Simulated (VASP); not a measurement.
# Ba (Fm-3m) in VASP: single point with PBE

Aim: the single point of Ba with PBE.

Everything below comes from runs of VASP 6.6.1. Logs are shortened: lines on timing, memory, paths and dates and some standing lists are left out, and cuts for length are marked.

## (1) The cell of the first run

It takes space group Fm-3m (No. 225, cubic). Conventional cell: a = 6.465 Å, b = 6.465 Å, c = 6.465 Å, α = 90.00°, β = 90.00°, γ = 90.00°.

This isn't the form of Ba at room conditions, which is bcc.

## (2) Single point, PBE, non-collinear spin, zero start, spin-orbit coupling

The input, INCAR:

```
PREC = Accurate
ENCUT = 520
EDIFF = 1E-6
ISMEAR = -1
SIGMA = 0.05
LREAL = False
LASPH = True
NELM = 150
ALGO = Normal
ISIF = 2
LWAVE = False
LCHARG = False
MAGMOM = 0 0 0
LORBIT = 11
LSORBIT = True
GGA_COMPAT = False
LORBMOM = True
GGA = PE
NBANDS = 21
```

The input, KPOINTS:

```
Automatic mesh
0
Gamma
  9 9 9
```

The input, POSCAR:

```
Ba
1.0
    0.0000000000      3.2326650028      3.2326650028
    3.2326650028      0.0000000000      3.2326650028
    3.2326650028      3.2326650028      0.0000000000
Ba
1
Direct
    0.0000000000      0.0000000000      0.0000000000
```

Potentials or basis: VASP PAW PBE potentials, release 64 (Ba_sv).

Run with:

```console
$ cat potpaw_PBE.64/Ba_sv/POTCAR > POTCAR
$ mpirun -np 1 vasp_ncl > vasp.out
```

OUTCAR:

```text
PREC = Accurate
   ENCUT = 520
   EDIFF = 1E-6
   ISMEAR = -1
   LREAL = False
   LASPH = True
   NELM = 150
   ISIF = 2
   LORBIT = 11
   LSORBIT = True
   GGA = PE

 ion  position               nearest neighbor table
   1  0.000  0.000  0.000-

  LATTYP: Found a face centered cubic cell.
 ALAT       =     6.4653300056

  Lattice vectors:

 A1 = (   0.0000000000,   3.2326650028,   3.2326650028)
 A2 = (   3.2326650028,   0.0000000000,   3.2326650028)
 A3 = (   3.2326650028,   3.2326650028,   0.0000000000)

Analysis of symmetry for initial positions (statically):
=====================================================================
 Subroutine PRICEL returns:
 Original cell was already a primitive cell.

 Routine SETGRP: Setting up the symmetry group for a
 face centered cubic supercell.

 Subroutine GETGRP returns: Found 48 space group operations
 (whereof 48 operations were pure point group operations)
 out of a pool of 48 trial point group operations.

The static configuration has the point symmetry O_h .

Analysis of symmetry for dynamics (positions and initial velocities):
=====================================================================
 Subroutine PRICEL returns:
 Original cell was already a primitive cell.

 Routine SETGRP: Setting up the symmetry group for a
 face centered cubic supercell.

 Subroutine GETGRP returns: Found 48 space group operations
 (whereof 48 operations were pure point group operations)
 out of a pool of 48 trial point group operations.

The dynamic configuration has the point symmetry O_h .

Analysis of structural, dynamic, and magnetic symmetry:
=====================================================================
 Subroutine PRICEL returns:
 Original cell was already a primitive cell.

 Routine SETGRP: Setting up the symmetry group for a
 face centered cubic supercell.

 Subroutine GETGRP returns: Found 48 space group operations
 (whereof 48 operations were pure point group operations)
 out of a pool of 48 trial point group operations.

The overall configuration has the point symmetry O_h .

 Subroutine INISYM returns: Found 48 space group operations
 (whereof 48 operations are pure point group operations),
 and found     1 'primitive' translations

----------------------------------------------------------------------------------------

                                     Primitive cell

  volume of cell :      67.5635

  direct lattice vectors                    reciprocal lattice vectors
     0.000000000  3.232665003  3.232665003    -0.154671146  0.154671146  0.154671146
[... 140 lines left out ...]
 Fermi energy:         1.4978944214

 k-point     1 :       0.0000    0.0000    0.0000
  band No.  band energies     occupation
      1     -27.5681      1.00000
      2     -27.5681      1.00000
      3     -13.9211      1.00000
      4     -13.9211      1.00000
      5     -11.9210      1.00000
      6     -11.9210      1.00000
[... 565 lines left out ...]
     20       5.7302      0.00000
     21       7.0937      0.00000

 [... further k-points ...]
[... 5 lines left out ...]
  --------------------------------------------------------------------------------------
  -------------------------------------------------------------------------------------
  Total       -0.1774385     -0.1774385     -0.1774385      0.0000000      0.0000000      0.0000000
  in kB       -4.2077150     -4.2077150     -4.2077150      0.0000000      0.0000000      0.0000000
  external PRESSURE =      -4.2077150 kB  Pullay stress =       0.0000000 kB

 VOLUME and BASIS-vectors are now :
 -----------------------------------------------------------------------------
  energy-cutoff  :      520.00
  volume of cell :       67.56
      direct lattice vectors                 reciprocal lattice vectors
     0.000000000  3.232665003  3.232665003    -0.154671146  0.154671146  0.154671146
     3.232665003  0.000000000  3.232665003     0.154671146 -0.154671146  0.154671146
     3.232665003  3.232665003  0.000000000     0.154671146  0.154671146 -0.154671146

 POSITION                                       TOTAL-FORCE (eV/Angst)
 -----------------------------------------------------------------------------------
      0.00000      0.00000      0.00000        -0.000000      0.000000      0.000000
 -----------------------------------------------------------------------------------
    total drift:                               -0.000000     -0.000000     -0.000000

  FREE ENERGIE OF THE ION-ELECTRON SYSTEM (eV)
  ---------------------------------------------------
  free  energy   TOTEN  =        -2.0911405995 eV

  energy  without entropy=       -2.0744261600  energy(sigma->0) =       -2.08278338

 orbital moment (x)

 # of ion     p       d       tot
 ----------------------------------------
  1         0.000  -0.000  -0.000
 ----------------------------------------
            0.000  -0.000  -0.000

 orbital moment (y)

 # of ion     p       d       tot
 ----------------------------------------
  1         0.000   0.000   0.000
 ----------------------------------------
            0.000   0.000   0.000

 orbital moment (z)

 # of ion     p       d       tot
 ----------------------------------------
  1         0.000   0.000   0.000
 ----------------------------------------
            0.000   0.000   0.000

 Spin-Orbit-Coupling matrix elements

 Ion:    1  E_soc:     -0.3976191
 l=   1
     0.0000000    -0.0661567    -0.0661567
    -0.0661567     0.0000000    -0.0661567
    -0.0661567    -0.0661567     0.0000000
 l=   2
     0.0000000    -0.0000071     0.0000000    -0.0000071    -0.0001060
    -0.0000071     0.0000000    -0.0000795    -0.0000071    -0.0000265
     0.0000000    -0.0000795     0.0000000    -0.0000795     0.0000000
    -0.0000071    -0.0000071    -0.0000795     0.0000000    -0.0000265
    -0.0001060    -0.0000265     0.0000000    -0.0000265     0.0000000
 l=   3
     0.0000000     0.0000000     0.0000000     0.0000000     0.0000000     0.0000000     0.0000000
     0.0000000     0.0000000     0.0000000     0.0000000     0.0000000     0.0000000     0.0000000
     0.0000000     0.0000000     0.0000000     0.0000000     0.0000000     0.0000000     0.0000000
     0.0000000     0.0000000     0.0000000     0.0000000     0.0000000     0.0000000     0.0000000
     0.0000000     0.0000000     0.0000000     0.0000000     0.0000000     0.0000000     0.0000000
     0.0000000     0.0000000     0.0000000     0.0000000     0.0000000     0.0000000     0.0000000
     0.0000000     0.0000000     0.0000000     0.0000000     0.0000000     0.0000000     0.0000000

 total charge

# of ion       s       p       d       tot
------------------------------------------
    1        2.067   5.551   0.255   7.873

 magnetization (x)

# of ion       s       p       d       tot
------------------------------------------
    1        0.000   0.000  -0.000   0.000

 magnetization (y)

# of ion       s       p       d       tot
------------------------------------------
    1       -0.000   0.000  -0.000  -0.000

 magnetization (z)

# of ion       s       p       d       tot
------------------------------------------
    1       -0.000   0.000   0.000  -0.000
```

OSZICAR:

```text
N       E                     dE             d eps       ncg     rms          rms(c)
DAV:   1     0.663402389763E+02    0.66340E+02   -0.38985E+03  1470   0.775E+02
DAV:   2     0.285889403539E+01   -0.63481E+02   -0.61443E+02  2030   0.158E+02
DAV:   3    -0.188257724407E+01   -0.47415E+01   -0.47142E+01  1965   0.442E+01
DAV:   4    -0.209073286382E+01   -0.20816E+00   -0.20777E+00  2149   0.676E+00
DAV:   5    -0.209217968123E+01   -0.14468E-02   -0.14467E-02  1877   0.621E-01    0.149E+00
DAV:   6    -0.209132476594E+01    0.85492E-03   -0.25292E-03  1802   0.521E-01    0.891E-01
DAV:   7    -0.209106814077E+01    0.25663E-03   -0.50090E-03  1660   0.853E-01    0.130E-01
DAV:   8    -0.209110622507E+01   -0.38084E-04   -0.11091E-04  2361   0.560E-02    0.381E-02
DAV:   9    -0.209113840579E+01   -0.32181E-04   -0.50670E-05  1783   0.581E-02    0.672E-03
DAV:  10    -0.209114026497E+01   -0.18592E-05   -0.30373E-06  1890   0.146E-02    0.225E-03
DAV:  11    -0.209114059949E+01   -0.33452E-06   -0.98751E-07  1639   0.667E-03
   1 F= -.20911406E+01 E0= -.20827834E+01  d E =-.167144E-01  mag=    -0.0000     0.0000    -0.0000
```

stdout:

```text
POSCAR found type information on POSCAR Ba
 POSCAR found :  1 types and       1 ions
 scaLAPACK will be used
 LDA part: xc-table for (Slater+PW92), standard interpolation
 POSCAR, INCAR and KPOINTS ok, starting setup
 FFT: planning ... GRIDC
 FFT: planning ... GRID_SOFT
 FFT: planning ... GRID
 WAVECAR not read
 entering main loop
```

It took 71 s on 1 thread of AMD EPYC 9R14 (Zen 4), shared host; peak memory 0.37 GiB.

What came out:

```
Free energy                                           : -2.0911 eV
Pressure                                              : -0.4 GPa
Net moment                                            : 0.00 μB per cell
Valence electrons inside the program's atomic spheres : Ba 7.87
```

Moments on the atoms (μB; x, y, z):
```
Ba  0.00 0.00 0.00
```
